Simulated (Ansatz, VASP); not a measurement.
**Two plane-wave programs on GaCo**

```xyz
2
Lattice="2.9984 0.0000 0.0000 0.0000 2.9984 0.0000 0.0000 0.0000 2.7678" Properties=species:S:1:pos:R:3 pbc="T T T"
Ga    1.4992    1.4992    1.3839
Co    0.0000    0.0000    0.0000
```

Change from the starting cell: strain +0.040 along x and y, -0.040 along z, atoms carried along.

Alike in both runs: task single point; functional PBEsol; k mesh 16 × 16 × 16; occupations gaussian, width 0.15 eV; no spin polarisation.

|  | VASP | Ansatz |
| --- | --- | --- |
| version | VASP 6.6.1 | Ansatz 0.2.0 |
| potentials or method | VASP PAW PBE potentials, release 64 (Ga_d, Co), cutoff 520 eV | scalar-relativistic, plane waves, PAW |
| valence electrons in the cell | 22 | 30 |

Ansatz gave:

* gap on the k mesh at the Fermi level (eV): none
* pressure (GPa): -13.2
* traceless stress, the component that is largest in VASP (GPa): 5.48

**Question.** Which values does VASP return?

**Answer.** gap on the k mesh at the Fermi level (eV): none; pressure (GPa): -13.0; traceless stress, the component that is largest in VASP (GPa): 5.49.

VASP's potentials were made for PBE, not for PBEsol. A gap of «none» marks a metal or a gap that the smearing closes. With one functional, cell and mesh, what is left measures potentials, basis and numerics. VASP's potentials hold 22 valence electrons a cell and Ansatz's 30, so a difference there can come from the potentials and not from the codes.
